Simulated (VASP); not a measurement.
Runs of VASP 6.6.1 on BiAs (CsCl type). The structure is that of space group Pm-3m (No. 221), or close to it. The cells are those of the table. 

```tsv
task	cell	cutoff (eV)	gap on the mesh (eV)	pressure (GPa)
electric field gradients	a = 3.619 Å, 2 atoms	520	none	4.6
single point	a = 3.619 Å, 2 atoms	520	none	4.6
single point	a = 3.731 Å, 2 atoms	520	none	(a)
electric field gradients	a = 3.657 Å, 2 atoms	520	none	2.2
relaxation of cell and atoms	relaxed from a = 3.242 Å, 2 atoms	600	none	0.0
```

Alike in all rows: level PBE; potentials or basis VASP PAW PBE potentials, release 64 (As, Bi_d); no spin polarisation; k mesh 13 × 13 × 13; smearing fermi-dirac 0.05 eV.

Fill in the values left out.

(a) -1.8.

Caveats: spin-orbit coupling is left out, which moves the levels of the heavy elements.

A k mesh can miss the band edges, and the runs leave out spin-orbit coupling on As, Bi.

A gap of «none» marks levels without a gap at the run's occupations.
